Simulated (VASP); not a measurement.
Input of a VASP 6.6.1 run:

File INCAR:

```
PREC     = Accurate       # precision mode
ENCUT    = 520            # plane-wave cutoff, eV
EDIFF    = 1E-6           # SCF threshold, eV
ISMEAR   = 0              # smearing method
SIGMA    = 0.02           # smearing width, eV
LREAL    = False          # projectors in reciprocal space
LASPH    = True           # aspherical terms in the spheres
NELM     = 60             # most SCF steps
ALGO     = Normal         # electronic algorithm
ISIF     = 2              # what is computed and relaxed
LWAVE    = False          # write WAVECAR
LCHARG   = True           # write CHGCAR
GGA      = PE             # functional
LELF     = True           # ELF
LVHAR    = True         
NBANDS   = 21             # bands
```

The input KPOINTS:

```
Automatic mesh
0
Gamma
  6 6 8
```

Contents of POSCAR:

```
NaH
1.0
    5.7276890626      0.0000000000      0.0000000000
   -2.8638445313      4.9603242332      0.0000000000
    0.0000000000      0.0000000000      3.2671916200
Na H
3 3
Direct
    0.0000000000      0.0000000000      0.0000000000
    0.3333333333      0.6666666667      0.5000000000
    0.6666666667      0.3333333333      0.5000000000
    0.5000000000      0.0000000000      0.0000000000
    0.5000000000      0.5000000000      0.0000000000
    0.0000000000      0.5000000000      0.0000000000
```

Potentials or basis: VASP PAW PBE potentials, release 64 (Na_pv, H).

Run with:

```bash
$ cat potpaw_PBE.64/Na_pv/POTCAR potpaw_PBE.64/H/POTCAR > POTCAR
$ mpirun -np 1 vasp_std > vasp.out
```

Question: Predict the band gap on the k mesh.

Answer: 1.13 eV (least direct gap 1.28 eV).

Question: Estimate the pressure.

Answer: 0.0 GPa.

A k mesh can miss the band edges.
